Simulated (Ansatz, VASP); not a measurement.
**Two plane-wave programs on ReSb**

```
Re Sb
1.0
     0.00000    2.57338    2.57338
     2.57338    0.00000    2.57338
     2.57338    2.57338    0.00000
Re Sb
1 1
Cartesian
  0.0000 0.0000 0.0000
  2.5734 2.5734 2.5734
```

Change from the starting cell: volume scaled by 0.88, PAW files.

Alike in both runs: task single point; functional LDA; k mesh 12 × 12 × 12; occupations fermi-dirac, width 0.08 eV; no spin polarisation.

|  | VASP | Ansatz |
| --- | --- | --- |
| version | VASP 6.6.1 | Ansatz 0.2.0 |
| potentials or method | VASP PAW LDA potentials, release 64 (Re, Sb) | PAW with Ansatz's default frozen-core files, scalar-relativistic |
| plane-wave cutoff (eV) | 520 | 420 |
| valence electrons in the cell | 12 | 30 |

|  | VASP | Ansatz | Ansatz less VASP |
| --- | --- | --- | --- |
| pressure (GPa) | 29.9 | 28.5 | -1.36 |

LDA's correlation is that of Perdew and Zunger in VASP and of Perdew and Wang (1992) in Ansatz. Both programs put the cell under a high pressure, so it lies far from rest at this level. VASP's potentials hold 12 valence electrons a cell and Ansatz's 30, so a difference there can come from the potentials and not from the codes.

Neither program's run includes spin-orbit coupling.
